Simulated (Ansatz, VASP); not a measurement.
# InO2 in VASP and in Ansatz

File INCAR:

```
PREC     = Accurate       # precision mode
ENCUT    = 520            # plane-wave cutoff, eV
EDIFF    = 1E-6           # SCF threshold, eV
ISMEAR   = 0              # smearing method
SIGMA    = 0.1            # smearing width, eV
LREAL    = F              # projectors in reciprocal space
LASPH    = T              # aspherical terms in the spheres
NELM     = 60             # most SCF steps
ALGO     = Normal         # electronic algorithm
ISIF     = 2              # what is computed and relaxed
LWAVE    = F              # write WAVECAR
LCHARG   = F              # write CHGCAR
GGA      = PE             # functional
NBANDS   = 34             # bands
```

File KPOINTS:

```
regular mesh
0
Gamma
  6 6 6
```

POSCAR

```
InO2
1.0
    0.0000000000      3.3963536587      3.3963536587
    3.3963536587      0.0000000000      3.3963536587
    3.3963536587      3.3963536587      0.0000000000
In O
2 4
Direct
    0.0000000000      0.0000000000      0.0000000000
    0.2500000000      0.2500000000      0.2500000000
    0.6250000000      0.6250000000      0.6250000000
    0.1250000000      0.6250000000      0.6250000000
    0.6250000000      0.6250000000      0.1250000000
    0.6250000000      0.1250000000      0.6250000000
```

Input for Ansatz:

```yaml
crystal:
  lattice:
    - [0.0, 3.3963536587, 3.3963536587]
    - [3.3963536587, 0.0, 3.3963536587]
    - [3.3963536587, 3.3963536587, 0.0]
  atoms:
    - { symbol: In, position: [0.0, 0.0, 0.0] }
    - { symbol: In, position: [0.25, 0.25, 0.25] }
    - { symbol: O, position: [0.625, 0.625, 0.625] }
    - { symbol: O, position: [0.125, 0.625, 0.625] }
    - { symbol: O, position: [0.625, 0.625, 0.125] }
    - { symbol: O, position: [0.625, 0.125, 0.625] }
basis:
  ecutwfc: 420
kpoints:
  mp_grid: { grid: [6, 6, 6] }
hamiltonian:
  xc: pbe
scf:
  occupations: { method: gaussian, width: 0.1 }
  lower_state_search: "off"
output:
  forces: true
  stress: true
  eigenvalues: true
```

Alike in both runs: task single point; functional PBE; k mesh 6 × 6 × 6; occupations gaussian, width 0.1 eV; no spin polarisation.

|  | VASP | Ansatz |
| --- | --- | --- |
| version | VASP 6.6.1 | Ansatz 0.2.0 |
| potentials or method | VASP PAW PBE potentials, release 64 (In_d, O), cutoff 520 eV | scalar-relativistic, plane waves, PAW |
| valence electrons in the cell | 50 | 50 |

Ansatz gave:

- gap on the k mesh at the Fermi level (eV): none
- pressure (GPa): -6.3

Task: Which values does VASP return?

Result: gap on the k mesh at the Fermi level (eV): none; pressure (GPa): -6.4.

A gap of «none» marks a metal or a gap that the smearing closes. With one functional, cell and mesh, what is left measures potentials, basis and numerics.
